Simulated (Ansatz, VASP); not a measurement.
Si7Ge in VASP and in Ansatz

```xyz
8
Lattice="5.7414 0.0000 0.0000 0.0000 5.7414 0.0000 0.0000 0.0000 5.6047" Properties=species:S:1:pos:R:3 pbc="T T T"
Si    1.4493    1.4493    1.4148
Si    0.0000    2.8707    2.8023
Si    2.8707    2.8707    0.0000
Si    2.8707    0.0000    2.8023
Si    4.2921    1.4493    4.1899
Si    4.2921    4.2921    1.4148
Si    1.4493    4.2921    4.1899
Ge    0.0000    0.0000    0.0000
```

Change from the starting cell: strain +0.050 along x and y, +0.025 along z, atoms carried along.

Alike in both runs: task single point; functional r2SCAN; k mesh 6 × 6 × 6; occupations gaussian, width 0.05 eV; no spin polarisation.

```csv
,VASP,Ansatz
version,VASP 6.6.1,Ansatz 0.2.0
potentials or method,"VASP PAW PBE potentials, release 64 (Si, Ge_d), cutoff 520 eV","scalar-relativistic, plane waves, PAW"
valence electrons in the cell,42,42
```

```csv
,VASP,Ansatz,Ansatz less VASP
gap on the k mesh at the Fermi level (eV),0.67,0.66,-0.008
least direct gap on the mesh (eV),0.67,0.66,-0.008
pressure (GPa),-8.9,-8.8,+0.15
"traceless stress, the component that is largest in VASP (GPa)",1.53,1.52,-0.012
rms of the force components (eV/Å),0.012,0.007,-0.0046
```

VASP's potentials were made for PBE, not for r2SCAN. Atom by atom the forces differ by 0.005 eV/Å (rms over components).
